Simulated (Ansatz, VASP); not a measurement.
ZnInGaO4: VASP beside Ansatz

```
Zn In Ga O
1.0
     0.00000    5.82082    0.00000
     0.00000   -1.94027    8.71340
    10.08196    0.00000    0.00000
Zn In Ga O
6 6 6 24
Cartesian
  3.3607 0.0000 5.7086
  1.6803 2.9104 5.7086
  6.7213 0.0000 5.7086
  5.0410 2.9104 5.7086
  0.0000 0.0000 5.7086
  8.4016 2.9104 5.7086
  3.3607 0.0000 0.0724
  1.6803 2.9104 0.0724
  6.7213 0.0000 0.0724
  5.0410 2.9104 0.0724
  0.0000 0.0000 0.0724
  8.4016 2.9104 0.0724
  1.6803 0.9701 3.1464
  5.0410 0.9701 3.1464
  3.3607 3.8805 3.1464
  8.4016 0.9701 3.1464
  6.7213 3.8805 3.1464
  0.0000 3.8805 3.1464
  3.3607 0.0000 7.7151
  1.6803 2.9104 7.7151
  6.7213 0.0000 7.7151
  5.0410 2.9104 7.7151
  0.0000 0.0000 7.7151
  8.4016 2.9104 7.7151
  1.6803 0.9701 1.1682
  5.0410 0.9701 1.1682
  3.3607 3.8805 1.1682
  8.4016 0.9701 1.1682
  6.7213 3.8805 1.1682
  0.0000 3.8805 1.1682
  3.3607 0.0000 3.1817
  1.6803 2.9104 3.1817
  6.7213 0.0000 3.1817
  5.0410 2.9104 3.1817
  0.0000 0.0000 3.1817
  8.4016 2.9104 3.1817
  1.6803 0.9701 5.1479
  5.0410 0.9701 5.1479
  3.3607 3.8805 5.1479
  8.4016 0.9701 5.1479
  6.7213 3.8805 5.1479
  0.0000 3.8805 5.1479
```

Alike in both runs: task single point; functional PBE; k mesh 2 × 2 × 1; occupations gaussian, width 0.05 eV; no spin polarisation.

```csv
,VASP,Ansatz
version,VASP 6.6.1,Ansatz 0.2.0
potentials or method,"VASP PAW PBE potentials, release 64 (Zn, In_d, Ga_d, O), cutoff 520 eV","scalar-relativistic, plane waves, PAW"
valence electrons in the cell,372,372
```

```tsv
	VASP	Ansatz	Ansatz less VASP
gap on the k mesh at the Fermi level (eV)	1.04	1.06	+0.018
rms of the force components (eV/Å)	0.025	0.024	-0.0015
```

Atom by atom the forces differ by 0.004 eV/Å (rms over components). With one functional, cell and mesh, what is left measures potentials, basis and numerics. Ansatz's warnings: structure snapped to symmetry.

The k mesh is coarse, so the values compare programs but aren't converged.
